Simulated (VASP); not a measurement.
# SnO (P1) in VASP: notebook

SnO is run at these levels: LDA; tasks: single point.

Everything below comes from runs of VASP 6.6.1. Logs are shortened: lines on timing, memory, paths and dates and some standing lists are left out, and cuts for length are marked.

## (1) The cell of the first run

The typed cell holds 4 atoms: a = 3.355 Å, b = 5.674 Å, c = 4.222 Å, α = 90.00°, β = 90.00°, γ = 90.00°.

## (2) Single point, LDA (atom 1 (Sn) moved by (+0.450, -0.450) A along [1 1 0] and z)

INCAR

```
  PREC = Accurate
  ENCUT = 520
  EDIFF = 1E-6
  ISMEAR = 0
  SIGMA = 0.05
  LREAL = F
  LASPH = T
  NELM = 60
  ALGO = Normal
  ISIF = 2
  LWAVE = F
  LCHARG = F
  GGA = CA
  NBANDS = 28
```

KPOINTS

```
regular mesh
0
Gamma
  8 6 6
```

POSCAR

```
SnO
1.0
    3.3550050000      0.0000000000      0.0000000000
    0.0000000000      5.6741040000      0.0000000000
    0.0000000000      0.0000000000      4.2219700000
Sn O
2 2
Direct
    0.0948427950      0.2879879953      0.4065586856
    0.5000000000      0.7680910000      0.0131440000
    0.0000000000      0.8912500000      0.7368570000
    0.5000000000      0.1087500000      0.2368570000
```

Potentials or basis: VASP PAW LDA potentials, release 64 (Sn_d, O).

Launch:

```bash
$ cat potpaw_LDA.64/Sn_d/POTCAR potpaw_LDA.64/O/POTCAR > POTCAR
$ mpirun -np 1 vasp_std > vasp.out
```

OUTCAR:

```text
PREC = Accurate
   ENCUT = 520
   EDIFF = 1E-6
   ISMEAR = 0
   LREAL = F
   LASPH = T
   NELM = 60
   ISIF = 2
   GGA = CA

 ion  position               nearest neighbor table
   1  0.095  0.288  0.407-   4 1.84   4 2.35   3 2.67   2 3.47   2 3.65
   2  0.500  0.768  0.013-   4 2.15   3 2.16   3 2.16   1 3.47   1 3.65
   3  0.000  0.891  0.737-   2 2.16   2 2.16   1 2.67
   4  0.500  0.109  0.237-   1 1.84   2 2.15   1 2.35

  LATTYP: Found a simple orthorhombic cell.
 ALAT       =     3.3550050000
 B/A-ratio  =     1.2584094510
 C/A-ratio  =     1.6912356315

  Lattice vectors:

 A1 = (  -3.3550050000,   0.0000000000,   0.0000000000)
 A2 = (   0.0000000000,   0.0000000000,   4.2219700000)
 A3 = (   0.0000000000,   5.6741040000,   0.0000000000)

Analysis of symmetry for initial positions (statically):
=====================================================================
 Subroutine PRICEL returns:
 Original cell was already a primitive cell.

 Routine SETGRP: Setting up the symmetry group for a
 simple orthorhombic supercell.

 Subroutine GETGRP returns: Found  1 space group operations
 (whereof  1 operations were pure point group operations)
 out of a pool of  8 trial point group operations.

The static configuration has the point symmetry C_1 .

Analysis of symmetry for dynamics (positions and initial velocities):
=====================================================================
 Subroutine PRICEL returns:
 Original cell was already a primitive cell.

 Routine SETGRP: Setting up the symmetry group for a
 simple orthorhombic supercell.

 Subroutine GETGRP returns: Found  1 space group operations
 (whereof  1 operations were pure point group operations)
 out of a pool of  8 trial point group operations.

The dynamic configuration has the point symmetry C_1 .

 Subroutine INISYM returns: Found  1 space group operations
 (whereof  1 operations are pure point group operations),
 and found     1 'primitive' translations

----------------------------------------------------------------------------------------

                                     Primitive cell

  volume of cell :      80.3722

  direct lattice vectors                    reciprocal lattice vectors
     3.355005000  0.000000000  0.000000000     0.298062149  0.000000000  0.000000000
     0.000000000  5.674104000  0.000000000     0.000000000  0.176239279  0.000000000
     0.000000000  0.000000000  4.221970000     0.000000000  0.000000000  0.236856254

  length of vectors
     3.355005000  5.674104000  4.221970000     0.298062149  0.176239279  0.236856254

  position of ions in fractional coordinates (direct lattice)
     0.094842795  0.287987995  0.406558686
     0.500000000  0.768091000  0.013144000
     0.000000000  0.891250000  0.736857000
     0.500000000  0.108750000  0.236857000

  ion indices of the primitive-cell ions
   primitive index   ion index
                 1           1
                 2           2
                 3           3
                 4           4

----------------------------------------------------------------------------------------

 KPOINTS: regular mesh

Automatic generation of k-mesh.
 Grid dimensions read from file:
 generate k-points for:    8    6    6

 Generating k-lattice:

  Cartesian coordinates                     Fractional coordinates (reciprocal lattice)
     0.037257769  0.000000000  0.000000000     0.125000000  0.000000000  0.000000000
     0.000000000  0.029373213  0.000000000     0.000000000  0.166666667  0.000000000
     0.000000000  0.000000000  0.039476042     0.000000000  0.000000000  0.166666667

  Length of vectors
     0.037257769  0.029373213  0.039476042

  Shift w.r.t. Gamma in fractional coordinates (k-lattice)
     0.000000000  0.000000000  0.000000000

 Subroutine IBZKPT returns following result:
 ===========================================

 Found    148 irreducible k-points:

 Following reciprocal coordinates:
            Coordinates               Weight
  0.000000  0.000000  0.000000      1.000000
  0.125000  0.000000  0.000000      2.000000
  0.250000  0.000000  0.000000      2.000000
  0.375000  0.000000  0.000000      2.000000
  0.500000  0.000000  0.000000      1.000000
  0.000000  0.166667  0.000000      2.000000
[... 16 lines left out ...]
  0.125000  0.500000  0.000000      2.000000
  0.250000  0.500000  0.000000      2.000000
 [... further k-points ...]
   k-points           NKPTS =    148   k-points in BZ     NKDIM =    148   number of bands    NBANDS=     28
   number of dos      NEDOS =    301   number of ions     NIONS =      4
   total plane-waves  NPLWV =  37632
   dimension x,y,z NGX =    28 NGY =   42 NGZ =   32
   dimension x,y,z NGXF=    56 NGYF=   84 NGZF=   64
   ions per type =               2   2
   NGX,Y,Z   is equivalent  to a cutoff of  13.87, 12.31, 12.60 a.u.
   NGXF,Y,Z  is equivalent  to a cutoff of  27.75, 24.61, 25.20 a.u.
 SYSTEM =  unknown system
   PREC   = accura    normal or accurate (medium, high low for compatibility)
   ISTART =      0    job   : 0-new  1-cont  2-samecut
   ICHARG =      2    charge: 1-file 2-atom 10-const
   ISPIN  =      1    spin polarized calculation?
   LNONCOLLINEAR =      F non collinear calculations
   LSORBIT =      F    spin-orbit coupling
   LASPH  =      T    aspherical Exc in radial PAW
   ENCUT  =  520.0 eV  38.22 Ry    6.18 a.u.   6.24 10.55  7.85*2*pi/ulx,y,z
   NELM   =     60;   NELMIN=  2; NELMDL= -5     # of ELM steps
   EDIFF  = 0.1E-05   stopping-criterion for ELM
   LREAL  =      F    real-space projection
   EDIFFG = 0.1E-04   stopping-criterion for IOM
   NSW    =      0    number of steps for IOM
   IBRION =     -1    ionic relax: 0-MD 1-quasi-New 2-CG
   NFREE  =      0    steps in history (QN), initial steepest desc. (CG)
   ISIF   =      2    stress and relaxation
   ISYM   =      2    0-nonsym 1-usesym 2-fastsym
   POTIM  = 0.5000    time-step for ionic-motion
   TEBEG  =    0.0;   TEEND  =   0.0 temperature during run
   PSTRESS=    0.0 pullay stress
   NELECT =      40.0000    total number of electrons
   NUPDOWN=      -1.0000    fix difference up-down
   EMIN   =  10.00;   EMAX   =-10.00  energy-range for DOS
   EFERMI =   0.00;   METHOD = LEGACY
   ISMEAR =     0;   SIGMA  =   0.05  broadening in eV -4-tet -1-fermi 0-gaus
   EFERMI_NEDOS =   21; number of points for ismear=-14 and -15
   IALGO  =     38    algorithm
   IMIX   =      4    mixing-type and parameters
     AMIX     =   0.40;   BMIX     =  1.00
     AMIX_MAG =   1.60;   BMIX_MAG =  1.00
  volume/ion in A,a.u.               =      20.09       135.59
  Fermi-wavevector in a.u.,A,eV,Ry     =   1.297357  2.451650 22.900458  1.683136
  Thomas-Fermi vector in A             =   2.428755
   LORBIT       =      0    0 simple, 1 ext, 2 COOP (PROOUT), +10 PAW based schemes
   GGA     = CA    functional components
   LHFCALC =     F    Hartree Fock is set to
   AEXX    =    0.0000 exact exchange contribution
   IVDW    =     0    specifies the selected vdW correction
   LEPSILON=     F    determine dielectric tensor
   LRPA    =     F    only Hartree local field effects (RPA)
 non-spin polarized calculation
 Gauss-broadening in eV      SIGMA  =   0.05
  energy-cutoff  :      520.00
  volume of cell :       80.37
 maximum number of plane-waves:      2178
 NGX is ok and might be reduce to    28
   NGX = 13   NGY = 21   NGZ = 15

 number of electron      39.9999995 magnetization

 Free energy of the ion-electron system (eV)
  ---------------------------------------------------
  ext. energy  EPLUGINS =         0.00000000
  ---------------------------------------------------
  free energy    TOTEN  =       -24.10319121 eV

  energy without entropy =      -24.10319121  energy(sigma->0) =      -24.10319121

 E-fermi :   4.9243     XC(G=0):  -9.9878

 val. band max:        4.7121494563   @ k =   0.0000   0.0000   0.0000
 cond. band min:       5.4442410952   @ k =   0.5000   0.0000   0.5000
 fundamental gap:      0.7320916389
 Fermi energy:         4.9242609629

 k-point     1 :       0.0000    0.0000    0.0000
  band No.  band energies     occupation
      1     -17.1513      2.00000
      2     -16.4932      2.00000
      3     -16.4491      2.00000
      4     -16.3719      2.00000
      5     -16.3110      2.00000
      6     -16.2613      2.00000
[... 20 lines left out ...]
     27      13.4599      0.00000
     28      13.8662      0.00000

 k-point     2 :       0.1250    0.0000    0.0000
  band No.  band energies     occupation
      1     -17.1619      2.00000
      2     -16.4903      2.00000
      3     -16.4512      2.00000
      4     -16.3645      2.00000
      5     -16.3125      2.00000
      6     -16.2459      2.00000
[... 20 lines left out ...]
     27      13.2373      0.00000
     28      13.7335      0.00000

 k-point     3 :       0.2500    0.0000    0.0000
  band No.  band energies     occupation
      1     -17.1955      2.00000
      2     -16.4789      2.00000
      3     -16.4584      2.00000
      4     -16.3472      2.00000
      5     -16.3060      2.00000
      6     -16.2271      2.00000
[... 20 lines left out ...]
     27      12.8792      0.00000
     28      13.7998      0.00000

 k-point     4 :       0.3750    0.0000    0.0000
  band No.  band energies     occupation
      1     -17.2369      2.00000
      2     -16.4747      2.00000
      3     -16.4590      2.00000
      4     -16.3410      2.00000
      5     -16.2763      2.00000
      6     -16.2477      2.00000
[... 20 lines left out ...]
     27      12.5896      0.00000
     28      13.7785      0.00000

 k-point     5 :       0.5000    0.0000    0.0000
  band No.  band energies     occupation
      1     -17.2556      2.00000
      2     -16.4786      2.00000
      3     -16.4545      2.00000
      4     -16.3406      2.00000
      5     -16.2712      2.00000
      6     -16.2529      2.00000
[... 20 lines left out ...]
     27      12.5864      0.00000
     28      13.4216      0.00000

 k-point     6 :       0.0000    0.1667    0.0000
  band No.  band energies     occupation
      1     -17.1508      2.00000
      2     -16.4933      2.00000
      3     -16.4485      2.00000
      4     -16.3716      2.00000
      5     -16.3114      2.00000
      6     -16.2618      2.00000
[... 463 lines left out ...]
      5     -16.2705      2.00000
      6     -16.2465      2.00000
[... 20 lines left out ...]
     27      12.5454      0.00000
     28      13.1686      0.00000

 k-point    22 :       0.0000    0.5000    0.0000
  band No.  band energies     occupation
      1     -17.1495      2.00000
      2     -16.4934      2.00000
      3     -16.4466      2.00000
      4     -16.3705      2.00000
      5     -16.3136      2.00000
      6     -16.2629      2.00000
[... 20 lines left out ...]
     27      13.8419      0.00000
     28      14.4322      0.00000

 k-point    23 :       0.1250    0.5000    0.0000
  band No.  band energies     occupation
      1     -17.1604      2.00000
      2     -16.4903      2.00000
      3     -16.4496      2.00000
      4     -16.3633      2.00000
      5     -16.3141      2.00000
      6     -16.2474      2.00000
[... 20 lines left out ...]
     27      13.4151      0.00000
     28      14.4340      0.00000

 k-point    24 :       0.2500    0.5000    0.0000
  band No.  band energies     occupation
      1     -17.1947      2.00000
      2     -16.4789      2.00000
      3     -16.4587      2.00000
      4     -16.3470      2.00000
      5     -16.3071      2.00000
      6     -16.2256      2.00000
[... 20 lines left out ...]
     27      13.1569      0.00000
     28      14.3024      0.00000

 [... further k-points ...]
[... 5 lines left out ...]
  --------------------------------------------------------------------------------------
  -------------------------------------------------------------------------------------
  Total       -0.5113741     -1.8672791     -1.8455591     -3.5078242      2.7788009     -2.1303600
  in kB      -10.1939785    -37.2232444    -36.7902662    -69.9266615     55.3939584    -42.4676259
  external PRESSURE =     -28.0691630 kB  Pullay stress =       0.0000000 kB

 VOLUME and BASIS-vectors are now :
 -----------------------------------------------------------------------------
  energy-cutoff  :      520.00
  volume of cell :       80.37
      direct lattice vectors                 reciprocal lattice vectors
     3.355005000  0.000000000  0.000000000     0.298062149  0.000000000  0.000000000
     0.000000000  5.674104000  0.000000000     0.000000000  0.176239279  0.000000000
     0.000000000  0.000000000  4.221970000     0.000000000  0.000000000  0.236856254

 POSITION                                       TOTAL-FORCE (eV/Angst)
 -----------------------------------------------------------------------------------
      0.31820      1.63407      1.71648        -3.313914      0.769237      2.097445
      1.67750      4.35823      0.05549         0.066019      1.269766     -1.070177
      0.00000      5.05705      3.11099         0.129994     -0.077234      0.646800
      1.67750      0.61706      1.00000         3.117901     -1.961768     -1.674068
 -----------------------------------------------------------------------------------
    total drift:                               -0.000226     -0.000119     -0.000609

  FREE ENERGIE OF THE ION-ELECTRON SYSTEM (eV)
  ---------------------------------------------------
  free  energy   TOTEN  =       -24.1031912086 eV

  energy  without entropy=      -24.1031912086  energy(sigma->0) =      -24.10319121
```

Wall time 4.8 min (1 thread of Intel Xeon 6975P-C, shared host); peak memory 0.36 GiB.

What came out:

- Free energy: -24.1032 eV
- Pressure: -2.8 GPa
- Largest force: 4.046 eV/Å
- Band gap on the k mesh: 0.73 eV, indirect (least direct gap 1.91 eV)

Forces in eV/Å, atoms in the order of the input:
```
Sn  -3.314  0.769  2.097
Sn   0.066  1.270 -1.070
O    0.130 -0.077  0.647
O    3.118 -1.962 -1.674
```

Caveat: the cell differs from its parent crystal (atom 1 (Sn) moved by (+0.450, -0.450) A along [1 1 0] and z); spin-orbit coupling is left out, which moves the levels of the heavy elements; forces of over 1 eV/Å act on the atoms, so gaps and moduli don't describe the material at rest.

## (3) Single point, LDA (atom 1 (Sn) moved by (+0.450, +0.000) A along [1 1 0] and z)

INCAR

```
SYSTEM = SnO
PREC     = Accurate       ! precision mode
ENCUT    = 520            ! plane-wave cutoff, eV
EDIFF    = 1E-6           ! SCF threshold, eV
ISMEAR   = 0              ! smearing method
SIGMA    = 0.05           ! smearing width, eV
LREAL    = .FALSE.        ! projectors in reciprocal space
LASPH    = .TRUE.         ! aspherical terms in the spheres
NELM     = 100            ! most SCF steps
ALGO     = Normal         ! electronic algorithm
ISIF     = 2              ! what is computed and relaxed
LWAVE    = .FALSE.        ! write WAVECAR
LCHARG   = .FALSE.        ! write CHGCAR
NBANDS   = 28             ! bands
```

KPOINTS

```
Automatic mesh
0
G
  8 6 6
  0 0 0
```

POSCAR, as its differences from that of step 2:

```diff
@@ -8,3 +8,3 @@
 Direct
-    0.0948427950      0.2879879953      0.4065586856
+    0.0948427950      0.2879879953      0.5131440000
     0.5000000000      0.7680910000      0.0131440000
```

Potentials or basis: VASP PAW LDA potentials, release 64 (Sn_d, O).

Launch:

```bash
$ cat potpaw_LDA.64/Sn_d/POTCAR potpaw_LDA.64/O/POTCAR > POTCAR
$ mpirun -np 1 vasp_std > vasp.out
```

Run time: 4.7 min. Hardware: 1 thread of Intel Xeon 6975P-C, shared host; peak memory 0.37 GiB.

The run converged. Its results:

- Free energy: -24.4620 eV
- Pressure: -9.9 GPa
- Largest force: 2.568 eV/Å
- Band gap on the k mesh: 0.87 eV, indirect (least direct gap 1.29 eV)

Forces on the atoms (eV/Å):
```
Sn  -0.631 -2.443 -0.479
Sn   0.030  1.597 -0.377
O    0.202  0.270  0.503
O    0.399  0.576  0.353
```

Stress tensor (GPa, compression positive):
```
 -8.92  -1.73  -0.53
 -1.73 -12.95  -0.02
 -0.53  -0.02  -7.80
```

Levels at points of the mesh, in eV from the valence-band top:
| k point | band 16 | band 17 | band 18 | band 19 | band 20 | band 21 | band 22 | band 23 | band 24 | band 25 |
| --- | --- | --- | --- | --- | --- | --- | --- | --- | --- | --- |
| (0.00, 0.00, 0.00) | -2.99 | -2.84 | -1.92 | -1.50 | 0.00 | 2.17 | 3.18 | 5.30 | 5.72 | 7.32 |
| (0.50, 0.00, 0.00) | -3.62 | -2.14 | -2.00 | -1.57 | -1.15 | 2.04 | 2.93 | 4.52 | 5.36 | 6.43 |
| (0.00, 0.50, 0.00) | -3.41 | -2.90 | -1.88 | -1.30 | -1.04 | 2.95 | 3.55 | 4.56 | 4.91 | 6.83 |
| (0.50, 0.50, 0.00) | -3.41 | -2.25 | -1.98 | -1.32 | -0.81 | 1.27 | 2.05 | 5.29 | 6.16 | 6.26 |
| (0.00, 0.00, 0.50) | -3.39 | -2.53 | -2.26 | -1.46 | -1.12 | 2.54 | 2.74 | 4.91 | 5.63 | 7.46 |
| (0.50, 0.00, 0.50) | -3.10 | -2.93 | -2.49 | -1.52 | -1.00 | 1.03 | 1.59 | 4.40 | 4.87 | 6.12 |
| (0.00, 0.50, 0.50) | -2.55 | -2.46 | -2.16 | -1.84 | -1.08 | 1.69 | 1.94 | 5.43 | 6.17 | 7.72 |
| (0.50, 0.50, 0.50) | -3.37 | -3.22 | -2.90 | -0.60 | -0.22 | 1.47 | 2.07 | 3.75 | 4.00 | 5.73 |

Caveat: the cell differs from its parent crystal (atom 1 (Sn) moved by (+0.450, +0.000) A along [1 1 0] and z); spin-orbit coupling is left out, which moves the levels of the heavy elements; forces of over 1 eV/Å act on the atoms, so gaps and moduli don't describe the material at rest.
